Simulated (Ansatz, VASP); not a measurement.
**Two plane-wave programs on Bi**

```
CELL_PARAMETERS angstrom
4.59919 0.00000 0.00000
-2.29959 3.98301 0.00000
0.00000 0.00000 11.63098
ATOMIC_POSITIONS crystal
Bi 0.33333 0.66667 0.25000
Bi 0.66667 0.33333 0.75000
```

Alike in both runs: task single point; functional PBEsol; k mesh 9 × 9 × 4; occupations gaussian, width 0.1 eV; no spin polarisation.

|  | VASP | Ansatz |
| --- | --- | --- |
| version | VASP 6.6.1 | Ansatz 0.2.0 |
| potentials or method | VASP PAW PBE potentials, release 64 (Bi_d), cutoff 520 eV | scalar-relativistic, plane waves, PAW |
| valence electrons in the cell | 30 | 30 |

VASP gave:

```
gap on the k mesh at the Fermi level (eV)                     : none
pressure (GPa)                                                : -3.4
traceless stress, the component that is largest in VASP (GPa) : 2.95
```

**Question.** What did Ansatz give for the same quantities?

**Answer.** gap on the k mesh at the Fermi level (eV): none; pressure (GPa): -3.4; traceless stress, the component that is largest in VASP (GPa): 2.96.

VASP's potentials were made for PBE, not for PBEsol. A gap of «none» marks a metal or a gap that the smearing closes.

Neither program's run includes spin-orbit coupling.
